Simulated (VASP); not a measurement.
Cu: single point with LDA

Crystal: Cu.

```
Cu
1.0
     0.00000    1.80750    1.80750
     1.80750    0.00000    1.80750
     1.80750    1.80750    0.00000
Cu
1
Direct
  0.00000 0.00000 0.00000
```

| Item | Value |
| --- | --- |
| Program | VASP 6.6.1 |
| Task | single point |
| Functional | LDA |
| Potentials or basis | VASP PAW LDA potentials, release 64 (Cu) |
| Cutoff | 520 eV |
| k mesh | 16 × 16 × 16 |
| Occupations | fermi-dirac, width 0.05 eV |
| Spin | collinear spin |
| Starting moments | [1.6] μB |
| Fixed moment | 1.6 μB |

```yaml
Pressure: 21.5 GPa
Net_moment: 1.60 μB per cell
Site_moments: Cu +1.29 μB
Valence_electrons_inside_the_program's_atomic_spheres: Cu 9.92
```

It took 85 s on 1 thread of Intel Xeon 8259CL (shared host), peak memory 0.15 GiB.

Caveat: the cell stands under pressure; the total moment is fixed, so each spin has its own Fermi level.
